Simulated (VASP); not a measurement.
# Cu16O3 in VASP: single point with PBE+D3(BJ)

Aim: the single point of Cu16O3 with PBE+D3(BJ).

Everything below comes from runs of VASP 6.6.1. Logs are shortened: lines on timing, memory, paths and dates and some standing lists are left out, and cuts for length are marked.

### 1 The cell of the first run

The cell holds a slab with vacuum, 19 atoms: a = 5.039 Å, b = 5.039 Å, c = 25.593 Å, α = 90.00°, β = 90.00°, γ = 90.00°.

### 2 Single point, PBE+D3(BJ)

Input file INCAR:

```
SYSTEM = Cu16O3
ALGO = Normal ; DIPOL = 0.5 0.5 0.442
EDIFF = 1E-7 ; ENCUT = 520
GGA = PE ; IDIPOL = 3
ISIF = 2 ; ISMEAR = 0
IVDW = 12 ; LASPH = .True.
LCHARG = .True. ; LDIPOL = .True.
LELF = .True. ; LREAL = Auto
LVACPOTAV = .True. ; LVHAR = .True.
LWAVE = .False. ; NBANDS = 112
NELM = 80 ; PREC = Accurate
SIGMA = 0.1
```

Input file KPOINTS:

```
k-points
0
Gamma
  4 4 1
  0 0 0
```

Input file POSCAR:

```
Cu16O3
1.0
    5.0393684365      0.0000000000      0.0000000000
    0.0000000000      5.0393684365      0.0000000000
    0.0000000000      0.0000000000     25.5925573916
Cu O
16 3
Direct
    0.2500000000      0.2500000000      0.3125908785
    0.2500000000      0.7500000000      0.3125908785
    0.7500000000      0.2500000000      0.3125908785
    0.7500000000      0.7500000000      0.3125908785
    0.5000000000      0.5000000000      0.3822082197
    0.5000000000      0.0000000000      0.3822082197
    0.0000000000      0.5000000000      0.3822082197
    0.0000000000      0.0000000000      0.3822082197
    0.7499141931      0.7517043446      0.4537562525
    0.7499596888      0.2520103700      0.4524913358
    0.2499832896      0.7506905520      0.4530725180
    0.2500062926      0.2510100194      0.4518063340
    0.0031024624      0.0009724921      0.5242190788
    0.0024447824      0.5032738498      0.5244823024
    0.4974813269      0.0012986468      0.5242681294
    0.4972767782      0.5035411877      0.5245294825
   -0.2503551206     -0.3885799237      0.5798725534
   -0.2492650534     -0.1047165810      0.5796124669
    0.2498970389      0.2520348645      0.5569493973
```

Potentials or basis: VASP PAW PBE potentials, release 64 (Cu, O).

Run with:

```
cat potpaw_PBE.64/Cu/POTCAR potpaw_PBE.64/O/POTCAR > POTCAR
mpirun -np 1 vasp_std > vasp.out
```

OUTCAR:

```text
SYSTEM = Cu16O3
   EDIFF = 1E-7
   ENCUT = 520
   GGA = PE
   ISIF = 2
   ISMEAR = 0
   IVDW = 12
   LASPH = .True.
   LREAL = Auto
   NELM = 80
   PREC = Accurate
 IVDW          = 12

 ion  position               nearest neighbor table
   1  0.250  0.250  0.313-   2 2.52   3 2.52   2 2.52   3 2.52   7 2.52   8 2.52   5 2.52   6 2.52

   2  0.250  0.750  0.313-   1 2.52   4 2.52   1 2.52   4 2.52   7 2.52   8 2.52   5 2.52   6 2.52

   3  0.750  0.250  0.313-   1 2.52   4 2.52   4 2.52   1 2.52   7 2.52   8 2.52   5 2.52   6 2.52
[... 12 lines left out ...]
                             6 2.55   8 2.55   5 2.56   7 2.56
  10  0.750  0.252  0.452-   9 2.52  12 2.52  12 2.52   9 2.52   5 2.53   7 2.53   6 2.54   8 2.54
                            15 2.57  13 2.57  14 2.57  16 2.57
  11  0.250  0.751  0.453-  12 2.52   9 2.52   9 2.52  12 2.52  16 2.54  14 2.54  13 2.54   8 2.54
                             6 2.54  15 2.54   7 2.54   5 2.54
  12  0.250  0.251  0.452-   5 2.52   7 2.52  11 2.52  10 2.52  10 2.52  11 2.52   6 2.52   8 2.52
                            13 2.56  15 2.56  14 2.58  16 2.58
  13  0.003  0.001  0.524-  19 1.96  18 1.98  15 2.49  14 2.51  14 2.53  11 2.54   9 2.54  15 2.55
                            12 2.56  10 2.57
  14  0.002  0.503  0.524-  19 1.96  17 1.98  16 2.49  13 2.51  13 2.53  11 2.54   9 2.54  16 2.55
                            10 2.57  12 2.58
  15  0.497  0.001  0.524-  19 1.96  18 1.98  13 2.49  16 2.51  16 2.53   9 2.54  11 2.54  13 2.55
                            12 2.56  10 2.57
  16  0.497  0.504  0.525-  19 1.96  17 1.98  14 2.49  15 2.51  15 2.53  11 2.54   9 2.54  14 2.55
                            10 2.57  12 2.58
  17  0.750  0.611  0.580-  18 1.43  16 1.98  14 1.98
  18  0.751  0.895  0.580-  17 1.43  13 1.98  15 1.98
  19  0.250  0.252  0.557-  14 1.96  16 1.96  13 1.96  15 1.96

  LATTYP: Found a simple tetragonal cell.
 ALAT       =     5.0393684365
 C/A-ratio  =     5.0785247624

  Lattice vectors:

 A1 = (   5.0393684365,   0.0000000000,   0.0000000000)
 A2 = (   0.0000000000,   5.0393684365,   0.0000000000)
 A3 = (   0.0000000000,   0.0000000000,  25.5925573916)

Analysis of symmetry for initial positions (statically):
=====================================================================
 Subroutine PRICEL returns:
 Original cell was already a primitive cell.

 Routine SETGRP: Setting up the symmetry group for a
 simple tetragonal supercell.

 Subroutine GETGRP returns: Found  1 space group operations
 (whereof  1 operations were pure point group operations)
 out of a pool of 16 trial point group operations.

The static configuration has the point symmetry C_1 .

Analysis of symmetry for dynamics (positions and initial velocities):
=====================================================================
 Subroutine PRICEL returns:
[... 145 lines left out ...]
   IALGO  =     38    algorithm
   IMIX   =      4    mixing-type and parameters
     AMIX     =   0.40;   BMIX     =  1.00
     AMIX_MAG =   1.60;   BMIX_MAG =  1.00
  volume/ion in A,a.u.               =      34.21       230.84
  Fermi-wavevector in a.u.,A,eV,Ry     =   1.094091  2.067532 16.286651  1.197035
  Thomas-Fermi vector in A             =   2.230389
   LORBIT       =      0    0 simple, 1 ext, 2 COOP (PROOUT), +10 PAW based schemes
   GGA     = PE    functional components
   LHFCALC =     F    Hartree Fock is set to
   AEXX    =    0.0000 exact exchange contribution
   IVDW    =    12    specifies the selected vdW correction
   LEPSILON=     F    determine dielectric tensor
   LRPA    =     F    only Hartree local field effects (RPA)
 non-spin polarized calculation
 Gauss-broadening in eV      SIGMA  =   0.10
  energy-cutoff  :      520.00
  volume of cell :      649.93
 maximum number of plane-waves:     17547
 NGX is ok and might be reduce to    40
   NGX = 19   NGY = 19   NGZ = 95

 dipolmoment           0.000000      0.000000     -0.857693 electrons x Angstroem

 number of electron     194.0000013 magnetization

 dipolmoment           0.000000      0.000000      0.299663 electrons x Angstroem

 Free energy of the ion-electron system (eV)
  ---------------------------------------------------
  ext. energy  EPLUGINS =         0.00000000
  ---------------------------------------------------
  free energy    TOTEN  =       -72.18129721 eV

  energy without entropy =      -72.12976650  energy(sigma->0) =      -72.15553185

 E-fermi :  -1.4145     XC(G=0):  -4.6906

 val. band max:       -1.4238297010   @ k =   0.0000   0.0000   0.0000
 cond. band min:      -1.4044167561   @ k =   0.5000   0.5000   0.0000
 fundamental gap:      0.0194129449
 Fermi energy:        -1.4144885212

 k-point     1 :       0.0000    0.0000    0.0000
  band No.  band energies     occupation
      1     -24.0383      2.00000
      2     -19.8649      2.00000
      3     -17.0785      2.00000
      4     -10.3947      2.00000
      5      -9.2772      2.00000
      6      -8.3259      2.00000
[... 1109 lines left out ...]
    108       3.2020      0.00000
    109       4.9347      0.00000
 [bands above 109 left out]

------------------------ aborting loop because EDIFF is reached ----------------------------------------

 Edisp (eV)   -7.15799

 E8    (eV) :    -3.1469

  FORCE on cell =-STRESS in cart. coord.  units (eV):
  Direction    XX          YY          ZZ          XY          YZ          ZX
  --------------------------------------------------------------------------------------
  -------------------------------------------------------------------------------------
  Total      -0.78333    -0.49965     0.35384     0.01844    -0.16613    -0.00424
  in kB      -1.93102    -1.23172     0.87228     0.04547    -0.40953    -0.01044
  external pressure =       -0.76 kB  Pullay stress =        0.00 kB

 VOLUME and BASIS-vectors are now :
 -----------------------------------------------------------------------------
  energy-cutoff  :      520.00
  volume of cell :      649.93
      direct lattice vectors                 reciprocal lattice vectors
     5.039368437  0.000000000  0.000000000     0.198437565  0.000000000  0.000000000
     0.000000000  5.039368437  0.000000000     0.000000000  0.198437565  0.000000000
     0.000000000  0.000000000 25.592557392     0.000000000  0.000000000  0.039073860

 POSITION                                       TOTAL-FORCE (eV/Angst)
 -----------------------------------------------------------------------------------
      1.25984      1.25984      8.00000        -0.000160      0.000007     -0.002236
      1.25984      3.77953      8.00000        -0.000170      0.000132     -0.001707
      3.77953      1.25984      8.00000        -0.000182     -0.000022      0.000846
      3.77953      3.77953      8.00000        -0.000182     -0.000104      0.022827
      2.51968      2.51968      9.78169         0.017951      0.053412     -0.031277
      2.51968      0.00000      9.78169         0.019592     -0.028465     -0.024495
[... 11 lines left out ...]
      3.78323      4.51166     14.83377        -0.009118      0.181948      0.088555
      1.25932      1.27010     14.25376         0.005103      0.000036      0.024034
 -----------------------------------------------------------------------------------
    total drift:                                0.003152      0.005545     -0.008806

  FREE ENERGIE OF THE ION-ELECTRON SYSTEM (eV)
  ---------------------------------------------------
  free  energy   TOTEN  =       -79.3392825632 eV

  energy  without entropy=      -79.2877518528  energy(sigma->0) =      -79.31351721

 vacuum level on the upper side and lower side of the slab         5.231         3.095
```

OSZICAR:

```text
N       E                     dE             d eps       ncg     rms          rms(c)
DAV:   1     0.199108765848E+04    0.19911E+04   -0.82757E+04  2240   0.204E+03
DAV:   2     0.292919476369E+03   -0.16982E+04   -0.16450E+04  2240   0.475E+02
DAV:   3    -0.241448151273E+02   -0.31706E+03   -0.29958E+03  3208   0.239E+02
[... 33 lines left out ...]
DAV:  37    -0.721812963817E+02   -0.55378E-06   -0.32227E-08  1416   0.251E-03    0.270E-04
DAV:  38    -0.721812967325E+02   -0.35080E-06   -0.22674E-08  1416   0.133E-03    0.203E-04
DAV:  39    -0.721812969486E+02   -0.21615E-06   -0.13953E-08  1408   0.116E-03    0.194E-04
DAV:  40    -0.721812971180E+02   -0.16944E-06   -0.73236E-09  1392   0.719E-04    0.105E-04
DAV:  41    -0.721812972059E+02   -0.87864E-07   -0.38506E-09  1440   0.523E-04
   1 F= -.79339283E+02 E0= -.79313517E+02  d E =-.515307E-01
```

stdout:

```text
POSCAR found type information on POSCAR CuO
 POSCAR found :  2 types and      19 ions
 scaLAPACK will be used
 LDA part: xc-table for (Slater+PW92), standard interpolation
 POSCAR, INCAR and KPOINTS ok, starting setup
 FFT: planning ... GRIDC
 FFT: planning ... GRID_SOFT
 FFT: planning ... GRID
 WAVECAR not read
 entering main loop
 -----------------------------------------------------------------------------
|                                                                             |
|           W    W    AA    RRRRR   N    N  II  N    N   GGGG   !!!           |
|           W    W   A  A   R    R  NN   N  II  NN   N  G    G  !!!           |
|           W    W  A    A  R    R  N N  N  II  N N  N  G       !!!           |
|           W WW W  AAAAAA  RRRRR   N  N N  II  N  N N  G  GGG   !            |
|           WW  WW  A    A  R   R   N   NN  II  N   NN  G    G                |
|           W    W  A    A  R    R  N    N  II  N    N   GGGG   !!!           |
|                                                                             |
|     Did not find any points to average over, which means that no vacuum     |
|     field-free region was found. Please increase the size of  your cell     |
|     in the dimension of the dipole correction to obtain accurate            |
|     workfunction values.                                                    |
|                                                                             |
 -----------------------------------------------------------------------------
```

It took 45 min on 1 thread of Intel Xeon Platinum 8488C (Sapphire Rapids), shared host; peak memory 0.9 GiB.

What came out:

| Property | Result |
| --- | --- |
| Free energy | -79.3393 eV |
| Largest force | 0.203 eV/Å |
| Band gap on the k mesh | zero (bands 97 and 98 overlap by 0.60 eV) |
| Dispersion energy per atom | -0.377 eV |

Forces on the atoms (eV/Å):
```
Cu   0.000  0.000 -0.002
Cu   0.000  0.000 -0.002
Cu   0.000  0.000  0.001
Cu   0.000  0.000  0.023
Cu   0.018  0.053 -0.031
Cu   0.020 -0.028 -0.024
Cu  -0.019  0.053 -0.030
Cu  -0.021 -0.028 -0.024
Cu   0.002 -0.010 -0.020
Cu   0.001 -0.014  0.002
Cu   0.001  0.003 -0.005
Cu   0.001 -0.003  0.013
Cu  -0.006 -0.022 -0.016
Cu  -0.010  0.012 -0.018
Cu   0.005 -0.022 -0.012
Cu   0.003  0.011 -0.025
O    0.010 -0.187  0.059
O   -0.009  0.182  0.089
O    0.005  0.000  0.024
```

With open d or f shells a metallic result of PBE can be an artefact of self-interaction; +U or a hybrid may open a gap.
